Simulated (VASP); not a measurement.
Input of a VASP 6.6.1 run:

The input INCAR:

```
  PREC = Accurate
  ENCUT = 520
  EDIFF = 1E-8
  ISMEAR = -1
  SIGMA = 0.03
  LREAL = F
  LASPH = T
  NELM = 100
  ALGO = Normal
  ISIF = 2
  LWAVE = F
  LCHARG = F
  LEFG = T
  NBANDS = 18
```

KPOINTS

```
Automatic mesh
0
Gamma
  10 10 10
```

Contents of POSCAR:

```
BiTe
1.0
    0.0000000000      3.2350000000      3.2350000000
    3.2350000000      0.0000000000      3.2350000000
    3.2350000000      3.2350000000      0.0000000000
Bi Te
1 1
Direct
    0.0000000000      0.0000000000      0.0000000000
    0.5000000000      0.5000000000      0.5000000000
```

Potentials or basis: VASP PAW LDA potentials, release 64 (Bi_d, Te).

The run is started by

```sh
$ cat potpaw_LDA.64/Bi_d/POTCAR potpaw_LDA.64/Te/POTCAR > POTCAR
$ mpirun -np 1 vasp_std > vasp.out
```

Question: What does it give for the pressure?

Answer: -2.7 GPa.

Question: Estimate the band gap on the k mesh.

Answer: Zero (an odd number of electrons rules out a gap without spin polarisation).

Caveat: spin-orbit coupling is left out, which moves the levels of the heavy elements.
